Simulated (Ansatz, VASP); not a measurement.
**Two plane-wave programs on PbS**

File INCAR:

```
PREC = Accurate
ENCUT = 520
EDIFF = 1E-7
ISMEAR = -1
SIGMA = 0.05
LREAL = False
LASPH = True
NELM = 100
ALGO = Normal
ISIF = 2
LWAVE = False
LCHARG = True
GGA = RE
LELF = True
LVHAR = True
NBANDS = 28
```

KPOINTS

```
regular mesh
0
Gamma
  7 7 6
```

POSCAR

```
PbS
1.0
    2.0799526950     -5.9912968650      0.0000000000
    2.0799526950      5.9912968650      0.0000000000
    0.0000000000      0.0000000000      4.2793209400
Pb S
2 2
Direct
    0.1305633500      0.8694366500      0.2500000000
    0.8694366500      0.1305633500      0.7500000000
    0.3547970900      0.6452029100      0.2500000000
    0.6452029100      0.3547970900      0.7500000000
```

Contents of input.yaml:

```yaml
crystal:
  lattice:
    - [2.079952695, -5.991296865, 0.0]
    - [2.079952695, 5.991296865, 0.0]
    - [0.0, 0.0, 4.27932094]
  atoms:
    - { symbol: Pb, position: [0.13056335, 0.86943665, 0.25] }
    - { symbol: Pb, position: [0.86943665, 0.13056335, 0.75] }
    - { symbol: S, position: [0.35479709, 0.64520291, 0.25] }
    - { symbol: S, position: [0.64520291, 0.35479709, 0.75] }
hamiltonian:
  xc: revpbe
  pseudopotentials: { kind: paw }
kpoints:
  mp_grid: { grid: [7, 7, 6] }
scf:
  occupations: { method: fermi_dirac, width: 0.05 }
output:
  forces: true
  stress: true
  eigenvalues: true
```

Alike in both runs: task single point; functional revPBE; k mesh 7 × 7 × 6; occupations fermi-dirac, width 0.05 eV; no spin polarisation.

```csv
,VASP,Ansatz
version,VASP 6.6.1,Ansatz 0.2.0
potentials or method,"VASP PAW PBE potentials, release 64 (Pb_d, S)",Ansatz PAW
plane-wave cutoff (eV),520,420
valence electrons in the cell,40,40
```

Ansatz gave:

| Property | Result |
| --- | --- |
| gap on the k mesh at the Fermi level (eV) | 1.32 |
| least direct gap on the mesh (eV) | 1.50 |
| pressure (GPa) | 2.5 |
| traceless stress, the component that is largest in VASP (GPa) | 0.26 |
| rms of the force components (eV/Å) | 0.064 |

Task: Which values does VASP return?

Result: gap on the k mesh at the Fermi level (eV): 1.32; least direct gap on the mesh (eV): 1.50; pressure (GPa): 2.4; traceless stress, the component that is largest in VASP (GPa): 0.25; rms of the force components (eV/Å): 0.062.

VASP's potentials were made for PBE, not for revPBE. Atom by atom the forces differ by 0.003 eV/Å (rms over components). The functional is the same, so the differences come from potentials, cutoffs and numerics.

Spin-orbit coupling is off throughout. Noted on Ansatz's run: odd divisions of the mesh miss points on the zone boundary, where band edges often lie, so the gap on the mesh can be too wide.
